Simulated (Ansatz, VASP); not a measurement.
# GaN in VASP and in Ansatz

INCAR

```
SYSTEM = GaN
PREC = Accurate
ENCUT = 600
EDIFF = 1E-6
ISMEAR = 0
SIGMA = 0.01
LREAL = .FALSE.
LASPH = .TRUE.
NELM = 120
ALGO = Normal
ISIF = 2
LWAVE = .FALSE.
LCHARG = .TRUE.
GGA = PE
LELF = .TRUE.
LVHAR = .TRUE.
NBANDS = 16
GGA_COMPAT = .FALSE.
```

KPOINTS

```
Automatic mesh
0
G
  6 6 6
  0 0 0
```

POSCAR

```
GaN
1.0
    0.0000000000      2.2647324077      2.2647324077
    2.2647324077      0.0000000000      2.2647324077
    2.2647324077      2.2647324077      0.0000000000
Ga N
1 1
Direct
    0.0000000000      0.0000000000      0.0000000000
    0.7500000000      0.7500000000      0.7500000000
```

Input for Ansatz:

```yaml
crystal:
  lattice:
    - [-1.2937884571407281e-18, 2.264732407714136, 2.2647324077141366]
    - [2.264732407714136, 2.957128554301283e-18, 2.2647324077141366]
    - [2.264732407714136, 2.264732407714136, 8.92971497836751e-16]
  atoms:
    - { symbol: Ga, position: [1.2302688216855538e-18, -1.2474349711063393e-18, -1.2144068897005868e-18] }
    - { symbol: "N", position: [0.75, 0.75, 0.7500000000000006] }
basis:
  ecutwfc: 450.0
kpoints:
  mp_grid:
    grid: [6, 6, 6]
hamiltonian:
  xc: pbe
scf:
  occupations:
    method: fixed
output:
  forces: true
  stress: true
```

Alike in both runs: task single point; functional PBE; k mesh 6 × 6 × 6; no spin polarisation.

|  | VASP | Ansatz |
| --- | --- | --- |
| version | VASP 6.6.1 | Ansatz 0.2.0 |
| potentials or method | VASP PAW PBE potentials, release 64 (Ga_d, N), cutoff 600 eV | plane waves, PAW |
| occupations | gaussian, width 0.01 eV | fixed |
| valence electrons in the cell | 18 | 18 |

|  | VASP | Ansatz | Ansatz less VASP |
| --- | --- | --- | --- |
| pressure (GPa) | 2.1 | 2.2 | +0.05 |
